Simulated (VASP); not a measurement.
Crystal: Mg3Te2O.

```
Mg Te O
1.0
     4.79268    0.00000    0.00000
    -2.39634    4.15058    0.00000
     0.00000    0.00000    7.51884
Mg Te O
3 2 1
Direct
  0.50000 0.00000 0.00000
  0.00000 0.50000 0.00000
  0.50000 0.50000 0.00000
  0.33333 0.66667 0.50000
  0.66667 0.33333 0.50000
  0.00000 0.00000 0.00000
```

The cell was built from a structure type or drawn by symmetry, and may not be a known phase.

- Program: VASP 6.6.1
- Task: relaxation of cell and atoms
- Functional: PBE
- Potentials or basis: VASP PAW PBE potentials, release 64 (Mg, Te, O)
- Cutoff: 600 eV
- k mesh: 6 × 6 × 2
- Occupations: gaussian, width 0.1 eV
- Spin: no spin polarisation

At the start: pressure 12.1 GPa; volume 24.93 Å³/atom.

**Question.** Where does the relaxation end?

**Answer.** Over 14 steps the energy falls by 527.2 meV/atom and the volume is 23.97 Å³/atom (-3.8 %); space group P6/mmm (No. 191, to 0.1 Å) before and after.

Step by step:
| step | energy change (eV) | largest force (eV/Å) | pressure (GPa) | volume (Å³) |
| --- | --- | --- | --- | --- |
| 1 | 0.0000 | 0.0000 | 12.05 | 149.57 |
| 2 | -1.5906 | 0.0000 | -3.18 | 192.37 |
| 3 | -1.6757 | 0.0000 | -1.09 | 180.73 |
| 4 | -1.6778 | 0.0000 | -1.41 | 182.16 |
| 5 | -1.8166 | 0.0000 | -1.37 | 176.75 |
| 6 | -2.3002 | 0.0000 | -1.05 | 160.36 |
| 7 | -2.8064 | 0.0000 | 7.27 | 126.73 |
| 8 | -2.7412 | 0.0000 | 0.00 | 146.88 |
| 9 | -3.0379 | 0.0000 | 2.30 | 136.85 |
| 10 | -3.0417 | 0.0000 | 3.11 | 134.77 |
| 11 | -3.0909 | 0.0000 | 2.98 | 135.19 |
| 12 | -3.0912 | 0.0000 | 2.97 | 135.18 |
| 13 | -3.1496 | 0.0000 | 1.24 | 139.67 |
| 14 | -3.1631 | 0.0000 | -0.16 | 143.85 |

Final structure:
```xyz
6
Lattice="5.5913 0.0000 0.0000 -2.7956 4.8422 0.0000 0.0000 0.0000 5.3131" Properties=species:S:1:pos:R:3 pbc="T T T"
Mg    2.7956    0.0000    0.0000
Mg   -1.3978    2.4211    0.0000
Mg    1.3978    2.4211    0.0000
Te    0.0000    3.2281    2.6566
Te    2.7956    1.6141    2.6566
O     0.0000    0.0000    0.0000
```

Caveat: the k points lie up to 0.59 Å⁻¹ apart in the final cell, too coarse for converged energies and pressures of a metal; a cell axis changed by over 15 % at a fixed basis, so the end point is rough.
